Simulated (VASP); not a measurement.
# SnO (Pmn2_1) in VASP: further runs, part 3 of 3

VASP 6.6.1. The steps go on from the part before.

**6. Relaxation of cell and atoms, PBEsol+D3(BJ)**

This run uses another cell than the first one, of 16.76 Å³/atom.

Input file INCAR:

```
  PREC = Accurate
  ENCUT = 600
  EDIFF = 1E-7
  ISMEAR = 0
  SIGMA = 0.02
  LREAL = False
  LASPH = True
  NELM = 80
  ALGO = Normal
  ISIF = 3
  LWAVE = False
  LCHARG = False
  GGA = PS
  IVDW = 12
  IBRION = 2
  NSW = 100
  EDIFFG = -0.005
```

Input file KPOINTS:

```
regular mesh
0
Gamma
  8 6 8
```

Input file POSCAR:

```
SnO
1.0
    3.2998498155      0.0000000000      0.0000000000
    0.0000000000      5.5976080479      0.0000000000
    0.0000000000      0.0000000000      3.6297435972
Sn O
2 2
Direct
    0.0000000000      0.2426998134      0.5421031601
    0.5000000000      0.7573001866      0.0421031601
    0.0000000000      0.8768136142      0.7078978399
    0.5000000000      0.1231863858      0.2078978399
```

Potentials or basis: VASP PAW PBE potentials, release 64 (Sn_d, O).

The run is started by

```sh
> cat potpaw_PBE.64/Sn_d/POTCAR potpaw_PBE.64/O/POTCAR > POTCAR
> mpirun -np 1 vasp_std > vasp.out
```

OUTCAR:

```text
PREC = Accurate
   ENCUT = 600
   EDIFF = 1E-7
   ISMEAR = 0
   LREAL = False
   LASPH = True
   NELM = 80
   ISIF = 3
   GGA = PS
   IVDW = 12
   IBRION = 2
   NSW = 100
   EDIFFG = -0.005
 IVDW          = 12

 ion  position               nearest neighbor table
   1  0.000  0.243  0.542-   3 2.13   4 2.15   4 2.15   2 3.66   2 3.66   2 3.66   2 3.66
   2  0.500  0.757  0.042-   4 2.13   3 2.15   3 2.15   1 3.66   1 3.66   1 3.66   1 3.66
   3  0.000  0.877  0.708-   1 2.13   2 2.15   2 2.15
   4  0.500  0.123  0.208-   2 2.13   1 2.15   1 2.15

  LATTYP: Found a simple orthorhombic cell.
 ALAT       =     3.2998498155
 B/A-ratio  =     1.0999723624
 C/A-ratio  =     1.6963220634

  Lattice vectors:

 A1 = (  -3.2998498155,   0.0000000000,   0.0000000000)
 A2 = (   0.0000000000,   0.0000000000,   3.6297435972)
 A3 = (   0.0000000000,   5.5976080479,   0.0000000000)

Analysis of symmetry for initial positions (statically):
=====================================================================
 Subroutine PRICEL returns:
 Original cell was already a primitive cell.

 Routine SETGRP: Setting up the symmetry group for a
 simple orthorhombic supercell.

 Subroutine GETGRP returns: Found  4 space group operations
 (whereof  2 operations were pure point group operations)
 out of a pool of  8 trial point group operations.

The static configuration has the point symmetry C_1h.
 The point group associated with its full space group is C_2v.

Analysis of symmetry for dynamics (positions and initial velocities):
=====================================================================
 Subroutine PRICEL returns:
 Original cell was already a primitive cell.

 Routine SETGRP: Setting up the symmetry group for a
 simple orthorhombic supercell.

 Subroutine GETGRP returns: Found  4 space group operations
 (whereof  2 operations were pure point group operations)
 out of a pool of  8 trial point group operations.

The dynamic configuration has the point symmetry C_1h.
 The point group associated with its full space group is C_2v.

 Subroutine INISYM returns: Found  4 space group operations
 (whereof  2 operations are pure point group operations),
 and found     1 'primitive' translations

----------------------------------------------------------------------------------------

                                     Primitive cell

  volume of cell :      67.0460

  direct lattice vectors                    reciprocal lattice vectors
     3.299849816  0.000000000  0.000000000     0.303044095  0.000000000  0.000000000
     0.000000000  5.597608048  0.000000000     0.000000000  0.178647735  0.000000000
     0.000000000  0.000000000  3.629743597     0.000000000  0.000000000  0.275501554

  length of vectors
     3.299849816  5.597608048  3.629743597     0.303044095  0.178647735  0.275501554

  position of ions in fractional coordinates (direct lattice)
     0.000000000  0.242699813  0.542103160
     0.500000000  0.757300187  0.042103160
     0.000000000  0.876813614  0.707897840
     0.500000000  0.123186386  0.207897840

  ion indices of the primitive-cell ions
   primitive index   ion index
                 1           1
                 2           2
                 3           3
                 4           4

----------------------------------------------------------------------------------------

 KPOINTS: regular mesh

Automatic generation of k-mesh.
 Grid dimensions read from file:
 generate k-points for:    8    6    8

 Generating k-lattice:

  Cartesian coordinates                     Fractional coordinates (reciprocal lattice)
     0.037880512  0.000000000  0.000000000     0.125000000  0.000000000  0.000000000
     0.000000000  0.029774623  0.000000000     0.000000000  0.166666667  0.000000000
     0.000000000  0.000000000  0.034437694     0.000000000  0.000000000  0.125000000

  Length of vectors
     0.037880512  0.029774623  0.034437694

  Shift w.r.t. Gamma in fractional coordinates (k-lattice)
     0.000000000  0.000000000  0.000000000

 Subroutine IBZKPT returns following result:
 ===========================================

 Found    100 irreducible k-points:

 Following reciprocal coordinates:
            Coordinates               Weight
  0.000000  0.000000  0.000000      1.000000
  0.125000  0.000000  0.000000      2.000000
  0.250000  0.000000  0.000000      2.000000
  0.375000  0.000000  0.000000      2.000000
  0.500000  0.000000  0.000000      1.000000
  0.000000  0.166667  0.000000      2.000000
[... 16 lines left out ...]
  0.250000  0.000000  0.125000      4.000000
  0.375000  0.000000  0.125000      4.000000
 [... further k-points ...]
   k-points           NKPTS =    100   k-points in BZ     NKDIM =    100   number of bands    NBANDS=     24
   number of dos      NEDOS =    301   number of ions     NIONS =      4
   total plane-waves  NPLWV =  40320
   dimension x,y,z NGX =    28 NGY =   48 NGZ =   30
   dimension x,y,z NGXF=    56 NGYF=   96 NGZF=   60
   ions per type =               2   2
   NGX,Y,Z   is equivalent  to a cutoff of  14.11, 14.26, 13.74 a.u.
   NGXF,Y,Z  is equivalent  to a cutoff of  28.21, 28.51, 27.48 a.u.
 SYSTEM =  unknown system
   PREC   = accura    normal or accurate (medium, high low for compatibility)
   ISTART =      0    job   : 0-new  1-cont  2-samecut
   ICHARG =      2    charge: 1-file 2-atom 10-const
   ISPIN  =      1    spin polarized calculation?
   LNONCOLLINEAR =      F non collinear calculations
   LSORBIT =      F    spin-orbit coupling
   LASPH  =      T    aspherical Exc in radial PAW
   ENCUT  =  600.0 eV  44.10 Ry    6.64 a.u.   6.59 11.18  7.25*2*pi/ulx,y,z
   NELM   =     80;   NELMIN=  2; NELMDL= -5     # of ELM steps
   EDIFF  = 0.1E-06   stopping-criterion for ELM
   LREAL  =      F    real-space projection
   EDIFFG = -.5E-02   stopping-criterion for IOM
   NSW    =    100    number of steps for IOM
   IBRION =      2    ionic relax: 0-MD 1-quasi-New 2-CG
   NFREE  =      1    steps in history (QN), initial steepest desc. (CG)
   ISIF   =      3    stress and relaxation
   ISYM   =      2    0-nonsym 1-usesym 2-fastsym
   POTIM  = 0.5000    time-step for ionic-motion
   TEBEG  =    0.0;   TEEND  =   0.0 temperature during run
   PSTRESS=    0.0 pullay stress
   NELECT =      40.0000    total number of electrons
   NUPDOWN=      -1.0000    fix difference up-down
   EMIN   =  10.00;   EMAX   =-10.00  energy-range for DOS
   EFERMI =   0.00;   METHOD = LEGACY
   ISMEAR =     0;   SIGMA  =   0.02  broadening in eV -4-tet -1-fermi 0-gaus
   EFERMI_NEDOS =   21; number of points for ismear=-14 and -15
   IALGO  =     38    algorithm
   IMIX   =      4    mixing-type and parameters
     AMIX     =   0.40;   BMIX     =  1.00
     AMIX_MAG =   1.60;   BMIX_MAG =  1.00
  volume/ion in A,a.u.               =      16.76       113.11
  Fermi-wavevector in a.u.,A,eV,Ry     =   1.378174  2.604371 25.842399  1.899363
  Thomas-Fermi vector in A             =   2.503260
   LORBIT       =      0    0 simple, 1 ext, 2 COOP (PROOUT), +10 PAW based schemes
   GGA     = PS    functional components
   LHFCALC =     F    Hartree Fock is set to
   AEXX    =    0.0000 exact exchange contribution
   IVDW    =    12    specifies the selected vdW correction
   LEPSILON=     F    determine dielectric tensor
   LRPA    =     F    only Hartree local field effects (RPA)
 conjugate gradient relaxation of ions
 non-spin polarized calculation
 Gauss-broadening in eV      SIGMA  =   0.02
  energy-cutoff  :      600.00
  volume of cell :       67.05
 maximum number of plane-waves:      2262
 NGX is ok and might be reduce to    28
   NGX = 13   NGY = 23   NGZ = 15

--------------------------------------- Ionic step        1  -------------------------------------------

 number of electron      40.0000009 magnetization

 Free energy of the ion-electron system (eV)
  ---------------------------------------------------
  ext. energy  EPLUGINS =         0.00000000
  ---------------------------------------------------
  free energy    TOTEN  =       -23.80013205 eV

  energy without entropy =      -23.80013205  energy(sigma->0) =      -23.80013205

------------------------ aborting loop because EDIFF is reached ----------------------------------------

 Edisp (eV)   -0.90045

 E8    (eV) :    -0.5954
[... 111 lines left out ...]
  FREE ENERGIE OF THE ION-ELECTRON SYSTEM (eV)
  ---------------------------------------------------
  free  energy   TOTEN  =       -24.7009051085 eV

  energy  without entropy=      -24.7009051085  energy(sigma->0) =      -24.70090511

[... ionic steps 4 to 14 ...]

--------------------------------------- Ionic step       15  -------------------------------------------

 number of electron      40.0000009 magnetization

------------------------ aborting loop because EDIFF is reached ----------------------------------------
[... 79 lines left out ...]
--------------------------------------- Ionic step       17  -------------------------------------------

 number of electron      40.0000009 magnetization

 Free energy of the ion-electron system (eV)
  ---------------------------------------------------
  ext. energy  EPLUGINS =         0.00000000
  ---------------------------------------------------
  free energy    TOTEN  =       -23.79370672 eV

  energy without entropy =      -23.79370672  energy(sigma->0) =      -23.79370672

 E-fermi :   7.0311     XC(G=0): -10.8381

 val. band max:        6.9089218040   @ k =   0.0000   0.0000   0.0000
 cond. band min:       7.8796813053   @ k =   0.3750   0.5000   0.0000
 fundamental gap:      0.9707595013
 Fermi energy:         7.0311453354

 k-point     1 :       0.0000    0.0000    0.0000
  band No.  band energies     occupation
      1     -14.4136      2.00000
      2     -14.0827      2.00000
      3     -14.0395      2.00000
      4     -13.9364      2.00000
      5     -13.9233      2.00000
      6     -13.9079      2.00000
[... 637 lines left out ...]
     23      11.9866      0.00000
     24      12.0639      0.00000

 [... further k-points ...]

------------------------ aborting loop because EDIFF is reached ----------------------------------------

 Edisp (eV)   -0.90807

 E8    (eV) :    -0.6004
[... 27 lines left out ...]
  FREE ENERGIE OF THE ION-ELECTRON SYSTEM (eV)
  ---------------------------------------------------
  free  energy   TOTEN  =       -24.7017782082 eV

  energy  without entropy=      -24.7017782082  energy(sigma->0) =      -24.70177821

 reached required accuracy - stopping structural energy minimisation
```

Wall time 26 min (1 thread of Intel Xeon Platinum 8488C (Sapphire Rapids), shared host); peak memory 0.33 GiB.

What came out:

- Free energy: -24.7018 eV
- Relaxed volume: 16.62 Å³/atom
- Relaxed cell: a = 3.302 Å, b = 5.604 Å, c = 3.594 Å, α = 90.00°, β = 90.00°, γ = 90.00°
- Space group after relaxing (to 0.1 Å): Pmn2_1 (No. 31)
- Energy gained by relaxing: 0.3 meV/atom
- Ionic steps: 17
- Pressure after relaxing: 0.0 GPa
- Largest force after relaxing: 0.003 eV/Å
- Band gap on the k mesh: 0.97 eV (least direct gap 1.61 eV)
- Dispersion energy per atom: -0.227 eV

Forces in eV/Å, atoms in the order of the input:
```
Sn   0.000 -0.003 -0.001
Sn   0.000  0.003 -0.001
O    0.000 -0.001  0.001
O    0.000  0.001  0.001
```

The path:
```
step  energy change (eV)  largest force (eV/Å)  pressure (GPa)  volume (Å³)
   1              0.0000                0.0862            0.22        67.05
   2             -0.0001                0.0469           -0.46        67.27
   3             -0.0003                0.0194           -0.15        67.17
   4             -0.0005                0.0147           -0.11        67.07
   5             -0.0008                0.0267           -0.02        66.76
   6             -0.0008                0.0331            0.02        66.65
   7             -0.0010                0.0196            0.01        66.57
   8             -0.0010                0.0304            0.00        66.48
   9             -0.0011                0.0196            0.05        66.42
  10             -0.0011                0.0196            0.08        66.38
  11             -0.0011                0.0157           -0.03        66.44
  12             -0.0011                0.0156           -0.03        66.44
  13             -0.0011                0.0056            0.01        66.44
  14             -0.0012                0.0027            0.01        66.44
  15             -0.0012                0.0071            0.03        66.44
  16             -0.0012                0.0052            0.03        66.46
  17             -0.0012                0.0031           -0.01        66.50
```

Final structure:
```
Sn O
1.0
     3.30189    0.00000    0.00000
     0.00000    5.60415    0.00000
     0.00000    0.00000    3.59375
Sn O
2 2
Direct
  0.00000 0.24360 0.54564
  0.50000 0.75640 0.04564
  0.00000 0.87582 0.70437
  0.50000 0.12418 0.20437
```

Levels at points of the mesh, in eV from the valence-band top:
| k point | band 17 | band 18 | band 19 | band 20 | band 21 | band 22 | band 23 | band 24 |
| --- | --- | --- | --- | --- | --- | --- | --- | --- |
| (0.00, 0.00, 0.00) | -4.09 | -2.85 | -2.48 | 0.00 | 3.19 | 3.94 | 6.61 | 6.95 |
| (0.50, 0.00, 0.00) | -3.01 | -3.01 | -1.37 | -1.37 | 2.39 | 2.39 | 5.95 | 5.95 |
| (0.00, 0.50, 0.00) | -3.96 | -2.90 | -2.24 | -1.81 | 3.17 | 4.93 | 5.40 | 6.12 |
| (0.50, 0.50, 0.00) | -2.94 | -2.94 | -1.46 | -1.46 | 2.03 | 2.03 | 6.31 | 6.31 |
| (0.00, 0.00, 0.50) | -3.37 | -3.37 | -1.40 | -1.40 | 2.28 | 2.28 | 5.86 | 5.86 |
| (0.50, 0.00, 0.50) | -4.04 | -4.04 | -1.68 | -1.68 | 1.97 | 1.97 | 4.71 | 4.71 |
| (0.00, 0.50, 0.50) | -3.35 | -3.35 | -1.68 | -1.68 | 1.97 | 1.97 | 5.97 | 5.97 |
| (0.50, 0.50, 0.50) | -4.37 | -4.37 | -0.69 | -0.69 | 2.11 | 2.11 | 4.19 | 4.19 |

Caveat: the PAW data sets were made with another functional, which shifts forces and pressure a little; spin-orbit coupling is left out, which moves the levels of the heavy elements. A k mesh can miss the band edges.

**7. Relaxation of shape and atoms at fixed volume, PBEsol+D3(BJ) (17.26 Å³/atom)**

This run uses another cell than the first one, of 17.26 Å³/atom.

Input file INCAR:

```
SYSTEM = SnO
PREC = Accurate ; ENCUT = 600
EDIFF = 1E-6 ; ISMEAR = 0
SIGMA = 0.02 ; LREAL = .FALSE.
LASPH = .TRUE. ; NELM = 100
ALGO = Normal ; ISIF = 4
LWAVE = .FALSE. ; LCHARG = .FALSE.
GGA = PS ; IVDW = 12
IBRION = 2 ; NSW = 50
EDIFFG = -0.01
```

Input file KPOINTS:

```
Automatic mesh
0
G
  8 6 8
  0 0 0
```

Input file POSCAR:

```
SnO
1.0
    3.3325237208      0.0000000000      0.0000000000
    0.0000000000      5.6530335143      0.0000000000
    0.0000000000      0.0000000000      3.6656839900
Sn O
2 2
Direct
    0.0000000000      0.2426998134      0.5421031601
    0.5000000000      0.7573001866      0.0421031601
    0.0000000000      0.8768136142      0.7078978399
    0.5000000000      0.1231863858      0.2078978399
```

The run is started by

```sh
> cat potpaw_PBE.64/Sn_d/POTCAR potpaw_PBE.64/O/POTCAR > POTCAR
> mpirun -np 1 vasp_std > vasp.out
```

It took 9.7 min on 1 thread of Intel Xeon Platinum 8488C (Sapphire Rapids), shared host; peak memory 0.32 GiB.

It converged, with:

| Item | Value |
| --- | --- |
| Free energy | -24.6955 eV |
| Energy gained by relaxing | 2.1 meV/atom |
| Ionic steps | 7 |
| Pressure after relaxing | -1.1 GPa |
| Largest force after relaxing | 0.008 eV/Å |
| Band gap on the k mesh | 1.07 eV (least direct gap 1.68 eV) |
| Dispersion energy per atom | -0.218 eV |

Forces on the atoms (eV/Å):
```
Sn   0.000  0.004 -0.007
Sn   0.000 -0.004 -0.007
O    0.000  0.002  0.007
O    0.000 -0.002  0.007
```

Step by step:
| step | energy change (eV) | largest force (eV/Å) | pressure (GPa) | volume (Å³) |
| --- | --- | --- | --- | --- |
| 1 | 0.0000 | 0.3363 | -2.67 | 69.06 |
| 2 | -0.0071 | 0.0472 | -1.47 | 69.06 |
| 3 | -0.0073 | 0.0351 | -1.28 | 69.06 |
| 4 | -0.0079 | 0.0405 | -1.18 | 69.06 |
| 5 | -0.0080 | 0.0519 | -1.11 | 69.06 |
| 6 | -0.0082 | 0.0167 | -1.08 | 69.06 |
| 7 | -0.0083 | 0.0084 | -1.06 | 69.06 |

Final structure:
```cif
data_structure
_symmetry_space_group_name_H-M 'P 1'
_symmetry_Int_Tables_number 1
_cell_length_a 3.3126
_cell_length_b 5.6656
_cell_length_c 3.6795
_cell_angle_alpha 90.000
_cell_angle_beta 90.000
_cell_angle_gamma 90.000
_cell_volume 69.06
loop_
_atom_site_label
_atom_site_type_symbol
_atom_site_fract_x
_atom_site_fract_y
_atom_site_fract_z
_atom_site_occupancy
Sn1 Sn 0.00000 0.23946 0.53995 1
Sn2 Sn 0.50000 0.76054 0.03995 1
O1 O 0.00000 0.87848 0.71006 1
O2 O 0.50000 0.12152 0.21006 1
```

Levels at points of the mesh, in eV from the valence-band top:
```csv
k point,band 16,band 17,band 18,band 19,band 20,band 21,band 22,band 23,band 24
"(0.00, 0.00, 0.00)",-4.27,-3.96,-2.78,-2.38,0.00,3.19,3.75,6.51,6.70
"(0.50, 0.00, 0.00)",-4.49,-2.90,-2.90,-1.32,-1.32,2.41,2.41,5.89,5.89
"(0.00, 0.50, 0.00)",-4.22,-4.00,-2.82,-2.10,-1.70,3.21,4.82,5.26,5.93
"(0.50, 0.50, 0.00)",-4.11,-2.86,-2.86,-1.31,-1.31,2.00,2.00,6.33,6.33
"(0.00, 0.00, 0.50)",-4.03,-3.32,-3.32,-1.40,-1.40,2.34,2.34,5.71,5.71
"(0.50, 0.00, 0.50)",-4.41,-3.87,-3.87,-1.49,-1.49,2.09,2.09,4.65,4.65
"(0.00, 0.50, 0.50)",-3.32,-3.24,-3.24,-1.59,-1.59,1.95,1.95,5.94,5.94
"(0.50, 0.50, 0.50)",-4.59,-4.17,-4.17,-0.61,-0.61,2.24,2.24,4.19,4.19
```

Caveat: the PAW data sets were made with another functional, which shifts forces and pressure a little; spin-orbit coupling is left out, which moves the levels of the heavy elements. A k mesh can miss the band edges.

**8. The runs side by side**

```csv
task,cell,cutoff (eV),gap on the mesh (eV),pressure (GPa),largest force (eV/Å)
single point,"a = 3.319, b = 5.689, c = 3.765 Å, 4 atoms, atomic positions A",520,1.15,-1.2,0.09
single point,"a = 3.323, b = 5.730, c = 3.873 Å, 4 atoms, atomic positions B",520,1.24,-1.7,0.08
relaxation of shape and atoms at fixed volume,"relaxed from a = 3.256, b = 5.498, c = 3.521 Å, 4 atoms, atomic positions C",600,0.86,2.2,0.01
relaxation of shape and atoms at fixed volume,"relaxed from a = 3.267, b = 5.541, c = 3.593 Å, 4 atoms, atomic positions D",600,0.92,0.9,0.01
relaxation of cell and atoms,"relaxed from a = 3.300, b = 5.598, c = 3.630 Å, 4 atoms, atomic positions D",600,0.97,0.0,-
relaxation of shape and atoms at fixed volume,"relaxed from a = 3.333, b = 5.653, c = 3.666 Å, 4 atoms, atomic positions D",600,1.07,-1.1,0.01
```

Alike in all rows: level PBEsol+D3(BJ); potentials or basis VASP PAW PBE potentials, release 64 (Sn_d, O); no spin polarisation; k mesh 8 × 6 × 8; smearing gaussian 0.02 eV.

Caveats: the PAW data sets were made with another functional, which shifts forces and pressure a little; spin-orbit coupling is left out, which moves the levels of the heavy elements.

Absolute energies hang on the potentials; compare differences alone.
